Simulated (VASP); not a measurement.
# Ni3Ge (P4/mmm) in VASP: notebook

The runs below take Ni3Ge through single point, with PBEsol.

All numbers are computed with VASP 6.6.1; they aren't measurements. Logs are shortened: lines on timing, memory, paths and dates and some standing lists are left out, and cuts for length are marked.

## 1. The cell of the first run

Symmetry: P4/mmm, No. 123, tetragonal system. Conventional cell: a = 3.684 Å, b = 3.684 Å, c = 3.347 Å, α = 90.00°, β = 90.00°, γ = 90.00°. Within 3.4 Å of Ni (site symmetry mmm) lie 10 Ni at 2.49 to 3.35 Å and 4 Ge at 2.49 Å. Within 3.4 Å of Ni (site symmetry 4/mmm) lie 10 Ni at 2.49 to 3.35 Å and 4 Ge at 2.60 Å. Ge (site symmetry 4/mmm) has 12 Ni at 2.49 to 2.60 Å and 2 Ge at 3.35 Å within 3.4 Å.

## 2. Single point, PBEsol (biaxial strain in the a-b plane: +4.5 %, then relaxed in part)

Contents of INCAR:

```
SYSTEM = Ni3Ge
PREC     = Accurate       ! precision mode
ENCUT    = 520            ! plane-wave cutoff, eV
EDIFF    = 1E-6           ! SCF threshold, eV
ISMEAR   = 0              ! smearing method
SIGMA    = 0.1            ! smearing width, eV
LREAL    = .FALSE.        ! projectors in reciprocal space
LASPH    = .TRUE.         ! aspherical terms in the spheres
NELM     = 100            ! most SCF steps
ALGO     = Fast           ! electronic algorithm
ISIF     = 2              ! what is computed and relaxed
LWAVE    = .FALSE.        ! write WAVECAR
LCHARG   = .FALSE.        ! write CHGCAR
GGA      = PS             ! functional
NBANDS   = 30             ! bands
```

Contents of KPOINTS:

```
Automatic mesh
0
G
  14 14 14
  0 0 0
```

Contents of POSCAR:

```
Ni3Ge
1.0
    3.6835354398      0.0000000000      0.0000000000
    0.0000000000      3.6835354398      0.0000000000
    0.0000000000      0.0000000000      3.3466947411
Ni Ge
3 1
Direct
    0.5000000000      0.0000000000      0.5000000000
    0.0000000000      0.5000000000      0.5000000000
    0.5000000000      0.5000000000      0.0000000000
    0.0000000000      0.0000000000      0.0000000000
```

Potentials or basis: VASP PAW PBE potentials, release 64 (Ni, Ge_d).

On the command line:

```sh
cat potpaw_PBE.64/Ni/POTCAR potpaw_PBE.64/Ge_d/POTCAR > POTCAR
mpirun -np 1 vasp_std > vasp.out
```

OUTCAR:

```text
SYSTEM = Ni3Ge
   PREC = Accurate
   ENCUT = 520
   EDIFF = 1E-6
   ISMEAR = 0
   LREAL = .FALSE.
   LASPH = .TRUE.
   NELM = 100
   ISIF = 2
   GGA = PS

 ion  position               nearest neighbor table
   1  0.500  0.000  0.500-   3 2.49   4 2.49   3 2.49   4 2.49   3 2.49   3 2.49   4 2.49   4 2.49
                             2 2.60   2 2.60   2 2.60   2 2.60
   2  0.000  0.500  0.500-   3 2.49   4 2.49   3 2.49   4 2.49   4 2.49   4 2.49   3 2.49   3 2.49
                             1 2.60   1 2.60   1 2.60   1 2.60
   3  0.500  0.500  0.000-   1 2.49   2 2.49   1 2.49   2 2.49   1 2.49   1 2.49   2 2.49   2 2.49
                             4 2.60   4 2.60   4 2.60   4 2.60
   4  0.000  0.000  0.000-   1 2.49   2 2.49   1 2.49   2 2.49   2 2.49   2 2.49   1 2.49   1 2.49
                             3 2.60   3 2.60   3 2.60   3 2.60

  LATTYP: Found a simple tetragonal cell.
 ALAT       =     3.6835354398
 C/A-ratio  =     0.9085550542

  Lattice vectors:

 A1 = (   3.6835354398,   0.0000000000,   0.0000000000)
 A2 = (   0.0000000000,   3.6835354398,   0.0000000000)
 A3 = (   0.0000000000,   0.0000000000,   3.3466947411)

Analysis of symmetry for initial positions (statically):
=====================================================================
 Subroutine PRICEL returns:
 Original cell was already a primitive cell.

 Routine SETGRP: Setting up the symmetry group for a
 simple tetragonal supercell.

 Subroutine GETGRP returns: Found 16 space group operations
 (whereof 16 operations were pure point group operations)
 out of a pool of 16 trial point group operations.

The static configuration has the point symmetry D_4h.

Analysis of symmetry for dynamics (positions and initial velocities):
=====================================================================
 Subroutine PRICEL returns:
 Original cell was already a primitive cell.

 Routine SETGRP: Setting up the symmetry group for a
 simple tetragonal supercell.

 Subroutine GETGRP returns: Found 16 space group operations
 (whereof 16 operations were pure point group operations)
 out of a pool of 16 trial point group operations.

The dynamic configuration has the point symmetry D_4h.

 Subroutine INISYM returns: Found 16 space group operations
 (whereof 16 operations are pure point group operations),
 and found     1 'primitive' translations

----------------------------------------------------------------------------------------

                                     Primitive cell

  volume of cell :      45.4094

  direct lattice vectors                    reciprocal lattice vectors
     3.683535440  0.000000000  0.000000000     0.271478317  0.000000000  0.000000000
     0.000000000  3.683535440  0.000000000     0.000000000  0.271478317  0.000000000
[... 97 lines left out ...]
   POTIM  = 0.5000    time-step for ionic-motion
   TEBEG  =    0.0;   TEEND  =   0.0 temperature during run
   PSTRESS=    0.0 pullay stress
   NELECT =      44.0000    total number of electrons
   NUPDOWN=      -1.0000    fix difference up-down
   EMIN   =  10.00;   EMAX   =-10.00  energy-range for DOS
   EFERMI =   0.00;   METHOD = LEGACY
   ISMEAR =     0;   SIGMA  =   0.10  broadening in eV -4-tet -1-fermi 0-gaus
   EFERMI_NEDOS =   21; number of points for ismear=-14 and -15
   IALGO  =     68    algorithm
   IMIX   =      4    mixing-type and parameters
     AMIX     =   0.40;   BMIX     =  1.00
     AMIX_MAG =   1.60;   BMIX_MAG =  1.00
  volume/ion in A,a.u.               =      11.35        76.61
  Fermi-wavevector in a.u.,A,eV,Ry     =   1.619983  3.061324 35.706380  2.624345
  Thomas-Fermi vector in A             =   2.713995
   LORBIT       =      0    0 simple, 1 ext, 2 COOP (PROOUT), +10 PAW based schemes
   GGA     = PS    functional components
   LHFCALC =     F    Hartree Fock is set to
   AEXX    =    0.0000 exact exchange contribution
   IVDW    =     0    specifies the selected vdW correction
   LEPSILON=     F    determine dielectric tensor
   LRPA    =     F    only Hartree local field effects (RPA)
 non-spin polarized calculation
 RMM-DIIS sequential band-by-band and
 Gauss-broadening in eV      SIGMA  =   0.10
  energy-cutoff  :      520.00
  volume of cell :       45.41
 maximum number of plane-waves:      1256
 NGX is ok and might be reduce to    28
   NGX = 13   NGY = 13   NGZ = 13

 number of electron      44.0000000 magnetization

 Free energy of the ion-electron system (eV)
  ---------------------------------------------------
  ext. energy  EPLUGINS =         0.00000000
  ---------------------------------------------------
  free energy    TOTEN  =       -24.61189039 eV

  energy without entropy =      -24.60355955  energy(sigma->0) =      -24.60772497

 E-fermi :   9.7627     XC(G=0): -13.4615

 val. band max:        9.7617628161   @ k =   0.4286   0.4286   0.2857
 cond. band min:       9.7667483169   @ k =   0.2857   0.0714   0.0714
 fundamental gap:      0.0049855008
 Fermi energy:         9.7627047178

 k-point     1 :       0.0000    0.0000    0.0000
  band No.  band energies     occupation
      1     -14.8448      2.00000
      2     -14.8270      2.00000
      3     -14.8267      2.00000
      4     -14.8267      2.00000
      5     -14.8075      2.00000
      6      -2.5798      2.00000
[... 781 lines left out ...]
     29      19.6121      0.00000
     30      21.5387      0.00000

 [... further k-points ...]

------------------------ aborting loop because EDIFF is reached ----------------------------------------

  FORCE on cell =-STRESS in cart. coord.  units (eV):
  Direction    XX          YY          ZZ          XY          YZ          ZX
  --------------------------------------------------------------------------------------
  -------------------------------------------------------------------------------------
  Total       -2.7138414     -2.7138414      0.0547426      0.0000000     -0.0000000      0.0000000
  in kB      -95.7523047    -95.7523047      1.9314814      0.0000000     -0.0000000      0.0000000
  external PRESSURE =     -63.1910427 kB  Pullay stress =       0.0000000 kB

 VOLUME and BASIS-vectors are now :
 -----------------------------------------------------------------------------
  energy-cutoff  :      520.00
  volume of cell :       45.41
      direct lattice vectors                 reciprocal lattice vectors
     3.683535440  0.000000000  0.000000000     0.271478317  0.000000000  0.000000000
     0.000000000  3.683535440  0.000000000     0.000000000  0.271478317  0.000000000
     0.000000000  0.000000000  3.346694741     0.000000000  0.000000000  0.298802274

 POSITION                                       TOTAL-FORCE (eV/Angst)
 -----------------------------------------------------------------------------------
      1.84177      0.00000      1.67335         0.000000      0.000000      0.000000
      0.00000      1.84177      1.67335         0.000000      0.000000      0.000000
      1.84177      1.84177      0.00000         0.000000      0.000000      0.000000
      0.00000      0.00000      0.00000         0.000000      0.000000      0.000000
 -----------------------------------------------------------------------------------
    total drift:                                0.000000      0.000000      0.000000

  FREE ENERGIE OF THE ION-ELECTRON SYSTEM (eV)
  ---------------------------------------------------
  free  energy   TOTEN  =       -24.6118903939 eV

  energy  without entropy=      -24.6035595504  energy(sigma->0) =      -24.60772497
```

OSZICAR:

```text
N       E                     dE             d eps       ncg     rms          rms(c)
DAV:   1     0.316483943852E+03    0.31648E+03   -0.19969E+04 18944   0.331E+03
DAV:   2     0.123714049998E+02   -0.30411E+03   -0.28920E+03 17286   0.549E+02
DAV:   3    -0.268518359867E+02   -0.39223E+02   -0.38317E+02 18414   0.166E+02
DAV:   4    -0.281007827548E+02   -0.12489E+01   -0.12474E+01 19788   0.340E+01
DAV:   5    -0.281263850139E+02   -0.25602E-01   -0.25601E-01 22606   0.428E+00    0.182E+01
RMM:   6    -0.277930912680E+02    0.33329E+00   -0.33596E+01 21319   0.551E+01    0.159E+01
RMM:   7    -0.247043768395E+02    0.30887E+01   -0.69353E+00 21458   0.280E+01    0.367E+00
RMM:   8    -0.247041982557E+02    0.17858E-03   -0.28291E-01 23393   0.501E+00    0.360E+00
RMM:   9    -0.246164005925E+02    0.87798E-01   -0.10058E-01 24720   0.312E+00    0.577E-01
RMM:  10    -0.246124973441E+02    0.39032E-02   -0.15636E-02 25327   0.929E-01    0.217E-01
RMM:  11    -0.246118801436E+02    0.61720E-03   -0.39880E-03 25446   0.681E-01    0.135E-01
RMM:  12    -0.246118591133E+02    0.21030E-04   -0.12194E-03 28959   0.235E-01    0.498E-02
RMM:  13    -0.246118838296E+02   -0.24716E-04   -0.27370E-04 28080   0.130E-01    0.223E-02
RMM:  14    -0.246118890997E+02   -0.52701E-05   -0.81456E-05 26813   0.689E-02    0.151E-02
RMM:  15    -0.246118897830E+02   -0.68337E-06   -0.33404E-05 27313   0.395E-02    0.339E-03
RMM:  16    -0.246118903939E+02   -0.61084E-06   -0.63529E-06 19684   0.141E-02
   1 F= -.24611890E+02 E0= -.24607725E+02  d E =-.833084E-02
```

stdout:

```text
POSCAR found type information on POSCAR NiGe
 POSCAR found :  2 types and       4 ions
 scaLAPACK will be used
 -----------------------------------------------------------------------------
|                                                                             |
|                                                                             |
|     You enforced a specific xc type in the INCAR file but a different       |
|     I HOPE YOU KNOW WHAT YOU ARE DOING!                                     |
|                                                                             |
 -----------------------------------------------------------------------------

 LDA part: xc-table for (Slater+PW92), standard interpolation
 POSCAR, INCAR and KPOINTS ok, starting setup
 FFT: planning ... GRIDC
 FFT: planning ... GRID_SOFT
 FFT: planning ... GRID
 WAVECAR not read
 entering main loop
WARNING in EDDRMM: call to ZHEGV failed, returncode =   6  3     18
WARNING in EDDRMM: call to ZHEGV failed, returncode =   6  3      9
WARNING in EDDRMM: call to ZHEGV failed, returncode =   6  3      8
```

It took 3.7 min on 1 thread of AMD EPYC 9R45 (Zen 5), shared host; peak memory 0.39 GiB.

Results:

```
Free energy            : -24.6119 eV
Pressure               : -6.3 GPa
Band gap on the k mesh : zero (bands 22 and 23 overlap by 0.42 eV)
```

Caveat: the cell differs from its parent crystal (biaxial strain in the a-b plane: +4.5 %, then relaxed in part); the stress differs along the axes, from -10 to 0 GPa; the PAW data sets were made with another functional, which shifts forces and pressure a little. Spin polarisation is off, so any magnetic state and its effect on volume and gap are missing.

(Part 1 of 2 ends here.)
